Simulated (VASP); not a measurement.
Set up this calculation in VASP 6.6.1, as the native input.

```yaml
Task: single point
Functional: PBE
Potentials_or_basis: VASP PAW PBE potentials, release 64 (Rb_sv, Br)
Cutoff: 520 eV
k_mesh: 4 × 4 × 4
Occupations: gaussian, width 0.01 eV
Spin: no spin polarisation
Dipole_correction: no
Further_INCAR_settings: ALGO = Normal; EDIFF = 1e-06; NBANDS = 15
```

The structure of RbBr lies in POSCAR:

```
RbBr
1.0
    0.0000000000      3.4608320096      3.4608320096
    3.4608320096      0.0000000000      3.4608320096
    3.4608320096      3.4608320096      0.0000000000
Rb Br
1 1
Direct
    0.0000000000      0.0000000000      0.0000000000
    0.5000000000      0.5000000000      0.5000000000
```

One way to write it, as run:

INCAR

```
ALGO     = Normal         # electronic algorithm
EDIFF    = 1E-6           # SCF threshold, eV
ENCUT    = 520            # plane-wave cutoff, eV
GGA      = PE             # functional
ISIF     = 2              # what is computed and relaxed
ISMEAR   = 0              # smearing method
LASPH    = T              # aspherical terms in the spheres
LCHARG   = F              # write CHGCAR
LREAL    = F              # projectors in reciprocal space
LWAVE    = F              # write WAVECAR
NBANDS   = 15             # bands
NELM     = 100            # most SCF steps
PREC     = Accurate       # precision mode
SIGMA    = 0.01           # smearing width, eV
```

KPOINTS

```
k-points
0
Gamma
  4 4 4
```

Potentials or basis: VASP PAW PBE potentials, release 64 (Rb_sv, Br).

Command:

```console
$ cat potpaw_PBE.64/Rb_sv/POTCAR potpaw_PBE.64/Br/POTCAR > POTCAR
$ mpirun -np 1 vasp_std > vasp.out
```

It gave:

The pressure is 0.6 GPa and the band gap on the k mesh is 4.29 eV.

Run time: 22 s on 1 thread of Intel Xeon 8259CL (shared host), peak memory 0.2 GiB.
